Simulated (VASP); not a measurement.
InPd:

```
In Pd
1.0
     0.00000    2.74607    2.74607
     2.74607    0.00000    2.74607
     2.74607    2.74607    0.00000
In Pd
1 1
Direct
  0.00000 0.00000 0.00000
  0.50000 0.50000 0.50000
```

- Program: VASP 6.6.1
- Task: relaxation of cell and atoms
- Functional: PBEsol-based global hybrid with 25 % exact exchange
- Potentials or basis: VASP PAW PBE potentials, release 64 (In_d, Pd)
- Cutoff: 600 eV
- k mesh: 4 × 4 × 4
- Occupations: fermi-dirac, width 0.05 eV
- Spin: no spin polarisation

At the start: pressure -7.6 GPa; volume 20.71 Å³/atom.

Problem. Where does the relaxation end?

Solution. Over 4 steps the energy falls by 40.4 meV/atom and the volume is 19.12 Å³/atom (-7.7 %); space group Fm-3m (No. 225, to 0.1 Å) before and after.

Step by step:
| step | energy change (eV) | largest force (eV/Å) | pressure (GPa) | volume (Å³) |
| --- | --- | --- | --- | --- |
| 1 | 0.0000 | 0.0000 | -7.56 | 41.42 |
| 2 | -0.0175 | 0.0000 | 8.77 | 35.83 |
| 3 | -0.0808 | 0.0000 | -0.13 | 38.29 |
| 4 | -0.0808 | 0.0000 | 0.05 | 38.23 |

Final structure:
```
In Pd
1.0
     0.00000    2.67377    2.67377
     2.67377    0.00000    2.67377
     2.67377    2.67377    0.00000
In Pd
1 1
Direct
  0.00000 0.00000 0.00000
  0.50000 0.50000 0.50000
```

Caveat: the k points lie up to 0.51 Å⁻¹ apart in the final cell, too coarse for converged energies and pressures of a metal; the PAW data sets were made with another functional, which shifts forces and pressure a little.
